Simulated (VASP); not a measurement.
A run of VASP 6.6.1 is set up as follows.

The input POSCAR:

```
H
1.0
    2.6234813799     -2.5669048168      0.0000000000
    2.6234813799      2.5669048168      0.0000000000
    0.0000000000      0.0000000000      4.1418180000
H
4
Direct
    0.9532956300      0.0467043700      0.0685088900
    0.4532956300      0.5467043700      0.4314911100
    0.5467043700      0.4532956300      0.5685088900
    0.0467043700      0.9532956300      0.9314911100
```

Contents of INCAR.step1:

```
SYSTEM = H
PREC = Accurate
ENCUT = 520
ISMEAR = 0
SIGMA = 0.02
LREAL = .False.
LASPH = .True.
NELM = 80
NBANDS = 10
GGA = PE
ALGO = Normal
EDIFF = 1E-4
LWAVE = .True.
LCHARG = .False.
```

File INCAR.step2:

```
SYSTEM = H
PREC = Accurate
ENCUT = 520
EDIFF = 1E-6
ISMEAR = 0
SIGMA = 0.02
LREAL = .False.
LASPH = .True.
NELM = 80
ALGO = Normal
ISIF = 2
LWAVE = .False.
LCHARG = .False.
METAGGA = R2SCAN
LMIXTAU = .True.
NBANDS = 10
ISTART = 1
```

KPOINTS

```
regular mesh
0
Gamma
  8 8 6
  0 0 0
```

Potentials or basis: VASP PAW PBE potentials, release 64 (H).

Command:

```console
$ cat potpaw_PBE.64/H/POTCAR > POTCAR
$ cp INCAR.step1 INCAR
$ mpirun -np 1 vasp_std > vasp.out
$ cp INCAR.step2 INCAR
$ mpirun -np 1 vasp_std > vasp.out
```

Question: What does it give for the band gap on the k mesh?

Answer: 10.10 eV, indirect (least direct gap 10.71 eV).

Question: Estimate the largest force.

Answer: 0.026 eV/Å.

Question: Predict the pressure.

Answer: -0.2 GPa.

Forces in eV/Å, atoms in the order of the input:
```
H    0.000 -0.017 -0.020
H    0.000 -0.017  0.020
H    0.000  0.017 -0.020
H    0.000  0.017  0.020
```

Caveat: the PAW data sets were made with another functional, which shifts forces and pressure a little. A k mesh can miss the band edges.
